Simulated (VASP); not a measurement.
Si:

```
Si
1.0
     0.05207    2.71975    2.71975
     2.71975    0.05207    2.71975
     2.71975    2.71975    0.05207
Si
2
Cartesian
  0.0069 0.0069 0.0069
  1.3660 1.3660 1.3660
```

This cell differs from its parent crystal: epitaxial 111 strain -2.0%.

Base run:

```yaml
Program: VASP 6.6.1
Functional: PBE
Potentials_or_basis: VASP PAW PBE potentials, release 64 (Si)
Cutoff: 520 eV
k_mesh: 8 × 8 × 8
Occupations: fermi-dirac, width 0.02 eV
Spin: no spin polarisation
```

Its results: band gap on the k mesh 0.42 eV, indirect (least direct gap 2.17 eV); pressure 4.4 GPa; largest force 0.014 eV/Å.

Task: The run is repeated on the same cell with these changes: k mesh from 8 × 8 × 8 to 4 × 4 × 4; occupations from fermi-dirac, width 0.02 eV to gaussian, width 0.01 eV. What comes out?

Result: Band gap on the k mesh 0.40 eV, indirect (least direct gap 2.16 eV); pressure 5.1 GPa; largest force 0.010 eV/Å.

Caveats: some runs use coarse meshes.

A k mesh can miss the band edges.
